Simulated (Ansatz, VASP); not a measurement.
One calculation of AlCu, two programs

```
Al Cu
1.0
     2.99751    0.00000    0.00000
     0.00000    2.99751    0.00000
     0.00000    0.00000    2.99751
Al Cu
1 1
Cartesian
  0.0000 0.0000 0.0000
  1.4988 1.4988 1.6863
```

Change from the starting cell: all Cu atoms moved +0.188 Å, as atom 2 along Cartesian [0 0 1].

Alike in both runs: task single point; functional LDA; k mesh 16 × 16 × 16; occupations gaussian, width 0.15 eV; no spin polarisation.

```csv
,VASP,Ansatz
version,VASP 6.6.1,Ansatz 0.2.0
potentials or method,"VASP PAW LDA potentials, release 64 (Al, Cu), cutoff 520 eV","scalar-relativistic, plane waves, PAW"
valence electrons in the cell,14,22
```

Ansatz gave:

| Property | Result |
| --- | --- |
| gap on the k mesh at the Fermi level (eV) | none |
| pressure (GPa) | -7.1 |
| traceless stress, the component that is largest in VASP (GPa) | -0.64 |
| rms of the force components (eV/Å) | 0.349 |

Question: What did VASP give for the same quantities?

Answer: gap on the k mesh at the Fermi level (eV): none; pressure (GPa): -6.7; traceless stress, the component that is largest in VASP (GPa): -0.66; rms of the force components (eV/Å): 0.354.

LDA's correlation is that of Perdew and Zunger in VASP and of Perdew and Wang (1992) in Ansatz. Atom by atom the forces differ by 0.005 eV/Å (rms over components). A gap of «none» marks a metal or a gap that the smearing closes. VASP's potentials hold 14 valence electrons a cell and Ansatz's 22, so a difference there can come from the potentials and not from the codes.
